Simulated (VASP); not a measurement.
# NaF (F-43m) in VASP: notebook

NaF is run at these levels: PBEsol, PBE; tasks: single point.

Program: VASP 6.6.1. These are calculated values, not measurements. Logs are shortened: lines on timing, memory, paths and dates and some standing lists are left out, and cuts for length are marked.

### Step 1. The cell of the first run

The structure is cubic, space group F-43m (No. 216). The conventional cell has a = 5.091 Å, b = 5.091 Å, c = 5.091 Å, α = 90.00°, β = 90.00°, γ = 90.00°. Within 2.9 Å of Na (site symmetry -43m) lie 4 F at 2.20 Å. F (site symmetry -43m) has 4 Na at 2.20 Å within 2.9 Å.

### Step 2. Single point, PBEsol

Input file INCAR:

```
ALGO = Normal
EDIFF = 1E-6
ENCUT = 520
GGA = PS
ISIF = 2
ISMEAR = -1
LASPH = T
LCHARG = F
LREAL = F
LWAVE = F
NBANDS = 14
NELM = 80
PREC = Accurate
SIGMA = 0.02
```

Input file KPOINTS:

```
k-points
0
Gamma
  8 8 8
```

Input file POSCAR:

```
NaF
1.0
    0.0000000000      2.5456015164      2.5456015164
    2.5456015164      0.0000000000      2.5456015164
    2.5456015164      2.5456015164      0.0000000000
Na F
1 1
Direct
    0.0000000000      0.0000000000      0.0000000000
    0.2500000000      0.2500000000      0.2500000000
```

Potentials or basis: VASP PAW PBE potentials, release 64 (Na_pv, F).

Launch:

```
$ cat potpaw_PBE.64/Na_pv/POTCAR potpaw_PBE.64/F/POTCAR > POTCAR
$ mpirun -np 1 vasp_std > vasp.out
```

OUTCAR:

```text
EDIFF = 1E-6
   ENCUT = 520
   GGA = PS
   ISIF = 2
   ISMEAR = -1
   LASPH = T
   LREAL = F
   NELM = 80
   PREC = Accurate

 ion  position               nearest neighbor table
   1  0.000  0.000  0.000-   2 2.20   2 2.20   2 2.20   2 2.20
   2  0.250  0.250  0.250-   1 2.20   1 2.20   1 2.20   1 2.20

  LATTYP: Found a face centered cubic cell.
 ALAT       =     5.0912030328

  Lattice vectors:

 A1 = (   0.0000000000,   2.5456015164,   2.5456015164)
 A2 = (   2.5456015164,   0.0000000000,   2.5456015164)
 A3 = (   2.5456015164,   2.5456015164,   0.0000000000)

Analysis of symmetry for initial positions (statically):
=====================================================================
 Subroutine PRICEL returns:
 Original cell was already a primitive cell.

 Routine SETGRP: Setting up the symmetry group for a
 face centered cubic supercell.

 Subroutine GETGRP returns: Found 24 space group operations
 (whereof 24 operations were pure point group operations)
 out of a pool of 48 trial point group operations.

The static configuration has the point symmetry T_d .

Analysis of symmetry for dynamics (positions and initial velocities):
=====================================================================
 Subroutine PRICEL returns:
 Original cell was already a primitive cell.

 Routine SETGRP: Setting up the symmetry group for a
 face centered cubic supercell.

 Subroutine GETGRP returns: Found 24 space group operations
 (whereof 24 operations were pure point group operations)
 out of a pool of 48 trial point group operations.

The dynamic configuration has the point symmetry T_d .

 Subroutine INISYM returns: Found 24 space group operations
 (whereof 24 operations are pure point group operations),
 and found     1 'primitive' translations

----------------------------------------------------------------------------------------

                                     Primitive cell

  volume of cell :      32.9914

  direct lattice vectors                    reciprocal lattice vectors
     0.000000000  2.545601516  2.545601516    -0.196417231  0.196417231  0.196417231
     2.545601516  0.000000000  2.545601516     0.196417231 -0.196417231  0.196417231
     2.545601516  2.545601516  0.000000000     0.196417231  0.196417231 -0.196417231

  length of vectors
     3.600024189  3.600024189  3.600024189     0.340204623  0.340204623  0.340204623

  position of ions in fractional coordinates (direct lattice)
     0.000000000  0.000000000  0.000000000
     0.250000000  0.250000000  0.250000000

[... 81 lines left out ...]
   NFREE  =      0    steps in history (QN), initial steepest desc. (CG)
   ISIF   =      2    stress and relaxation
   ISYM   =      2    0-nonsym 1-usesym 2-fastsym
   POTIM  = 0.5000    time-step for ionic-motion
   TEBEG  =    0.0;   TEEND  =   0.0 temperature during run
   PSTRESS=    0.0 pullay stress
   NELECT =      14.0000    total number of electrons
   NUPDOWN=      -1.0000    fix difference up-down
   EMIN   =  10.00;   EMAX   =-10.00  energy-range for DOS
   EFERMI =   0.00;   METHOD = LEGACY
   ISMEAR =    -1;   SIGMA  =   0.02  broadening in eV -4-tet -1-fermi 0-gaus
   EFERMI_NEDOS =   21; number of points for ismear=-14 and -15
   IALGO  =     38    algorithm
   IMIX   =      4    mixing-type and parameters
     AMIX     =   0.40;   BMIX     =  1.00
     AMIX_MAG =   1.60;   BMIX_MAG =  1.00
  volume/ion in A,a.u.               =      16.50       111.32
  Fermi-wavevector in a.u.,A,eV,Ry     =   1.230223  2.324784 20.591711  1.513448
  Thomas-Fermi vector in A             =   2.365080
   LORBIT       =      0    0 simple, 1 ext, 2 COOP (PROOUT), +10 PAW based schemes
   GGA     = PS    functional components
   LHFCALC =     F    Hartree Fock is set to
   AEXX    =    0.0000 exact exchange contribution
   IVDW    =     0    specifies the selected vdW correction
   LEPSILON=     F    determine dielectric tensor
   LRPA    =     F    only Hartree local field effects (RPA)
 non-spin polarized calculation
  energy-cutoff  :      520.00
  volume of cell :       32.99
 maximum number of plane-waves:       905
   NGX = 13   NGY = 13   NGZ = 13

 number of electron      13.9999987 magnetization

 Free energy of the ion-electron system (eV)
  ---------------------------------------------------
  ext. energy  EPLUGINS =         0.00000000
  ---------------------------------------------------
  free energy    TOTEN  =        -8.55635778 eV

  energy without entropy =       -8.55635778  energy(sigma->0) =       -8.55635778

 E-fermi :  -3.0334     XC(G=0):  -7.7560

 val. band max:       -3.4993789835   @ k =   0.0000   0.0000   0.0000
 cond. band min:       2.0118163168   @ k =   0.0000   0.0000   0.0000
 fundamental gap:      5.5111953003
 Fermi energy:        -3.0334405374

 k-point     1 :       0.0000    0.0000    0.0000
  band No.  band energies     occupation
      1     -22.2660      2.00000
      2     -22.2660      2.00000
      3     -22.2660      2.00000
      4     -22.1052      2.00000
      5      -3.4994      2.00000
      6      -3.4994      2.00000
      7      -3.4994      2.00000
      8       2.0118      0.00000
      9      15.5861      0.00000
     10      15.5861      0.00000
     11      15.5861      0.00000
     12      17.2298      0.00000
     13      17.2298      0.00000
     14      17.2298      0.00000
[... 377 lines left out ...]
      1     -22.8504      2.00000
      2     -22.3025      2.00000
      3     -22.2837      2.00000
      4     -21.4264      2.00000
      5      -4.1854      2.00000
      6      -3.7594      2.00000
      7      -3.5849      2.00000
      8       6.5906      0.00000
      9       7.9261      0.00000
     10      11.2273      0.00000
     11      13.0756      0.00000
     12      16.9844      0.00000
     13      17.8744      0.00000
     14      20.6726      0.00000

 [... further k-points ...]
[... 5 lines left out ...]
  --------------------------------------------------------------------------------------
  -------------------------------------------------------------------------------------
  Total        0.0155403      0.0155403      0.0155403      0.0000000     -0.0000000     -0.0000000
  in kB        0.7546878      0.7546878      0.7546878      0.0000000     -0.0000000     -0.0000000
  external PRESSURE =       0.7546878 kB  Pullay stress =       0.0000000 kB

 VOLUME and BASIS-vectors are now :
 -----------------------------------------------------------------------------
  energy-cutoff  :      520.00
  volume of cell :       32.99
      direct lattice vectors                 reciprocal lattice vectors
     0.000000000  2.545601516  2.545601516    -0.196417231  0.196417231  0.196417231
     2.545601516  0.000000000  2.545601516     0.196417231 -0.196417231  0.196417231
     2.545601516  2.545601516  0.000000000     0.196417231  0.196417231 -0.196417231

 POSITION                                       TOTAL-FORCE (eV/Angst)
 -----------------------------------------------------------------------------------
      0.00000      0.00000      0.00000        -0.000000     -0.000000     -0.000000
      1.27280      1.27280      1.27280         0.000000      0.000000      0.000000
 -----------------------------------------------------------------------------------
    total drift:                               -0.000002     -0.000002     -0.000002

  FREE ENERGIE OF THE ION-ELECTRON SYSTEM (eV)
  ---------------------------------------------------
  free  energy   TOTEN  =        -8.5563577803 eV

  energy  without entropy=       -8.5563577803  energy(sigma->0) =       -8.55635778
```

stdout:

```text
POSCAR found type information on POSCAR NaF
 POSCAR found :  2 types and       2 ions
 scaLAPACK will be used
 -----------------------------------------------------------------------------
|                                                                             |
|                                                                             |
|     You enforced a specific xc type in the INCAR file but a different       |
|     I HOPE YOU KNOW WHAT YOU ARE DOING!                                     |
|                                                                             |
 -----------------------------------------------------------------------------

 LDA part: xc-table for (Slater+PW92), standard interpolation
 POSCAR, INCAR and KPOINTS ok, starting setup
 FFT: planning ... GRIDC
 FFT: planning ... GRID_SOFT
 FFT: planning ... GRID
 WAVECAR not read
 entering main loop
```

Wall time 6.6 s (1 thread of Intel Xeon 6975P-C (Granite Rapids), shared host); peak memory 0.14 GiB.

What came out:

```
Free energy            : -8.5564 eV
Pressure               : 0.1 GPa
Band gap on the k mesh : 5.51 eV
```

Levels at points of the mesh, in eV from the valence-band top:
```csv
k point,band 4,band 5,band 6,band 7,band 8,band 9,band 10,band 11
"(0.00, 0.00, 0.00)",-18.61,0.00,0.00,0.00,5.51,19.09,19.09,19.09
"(0.50, 0.00, 0.00)",-17.99,-0.84,-0.04,-0.04,9.80,10.76,17.03,17.03
"(0.50, 0.50, 0.00)",-17.87,-0.77,-0.16,-0.16,9.83,11.84,16.07,16.89
```

Caveat: the PAW data sets were made with another functional, which shifts forces and pressure a little. A k mesh can miss the band edges.

### Step 3. Single point, PBE

This run uses another cell than the first one, of 17.12 Å³/atom.

Input file INCAR:

```
ALGO = Normal
EDIFF = 1E-6
ENCUT = 520
GGA = PE
ISIF = 2
ISMEAR = -1
LASPH = True
LCHARG = False
LREAL = False
LWAVE = False
NBANDS = 14
NELM = 60
PREC = Accurate
SIGMA = 0.02
```

KPOINTS is that of step 2.

Input file POSCAR:

```
NaF
1.0
    0.0000000000      2.5770889018      2.5770889018
    2.5770889018      0.0000000000      2.5770889018
    2.5770889018      2.5770889018      0.0000000000
Na F
1 1
Direct
    0.0000000000      0.0000000000      0.0000000000
    0.2500000000      0.2500000000      0.2500000000
```

Potentials or basis: VASP PAW PBE potentials, release 64 (Na_pv, F).

Launch:

```
$ cat potpaw_PBE.64/Na_pv/POTCAR potpaw_PBE.64/F/POTCAR > POTCAR
$ mpirun -np 1 vasp_std > vasp.out
```

It took 7 s on 1 thread of Intel Xeon 6975P-C (Granite Rapids), shared host; peak memory 0.15 GiB.

It converged, with:

```yaml
Free_energy: -8.3963 eV
Pressure: 0.0 GPa
Band_gap_on_the_k_mesh: 5.44 eV
```

Levels at points of the mesh, in eV from the valence-band top:
```tsv
k point	band 5	band 6	band 7	band 8	band 9	band 10
(0.00, 0.00, 0.00)	0.00	0.00	0.00	5.44	18.76	18.76
(0.50, 0.00, 0.00)	-0.80	-0.04	-0.04	9.69	10.52	16.77
(0.50, 0.50, 0.00)	-0.73	-0.16	-0.16	9.75	11.69	15.65
```

A k mesh can miss the band edges.
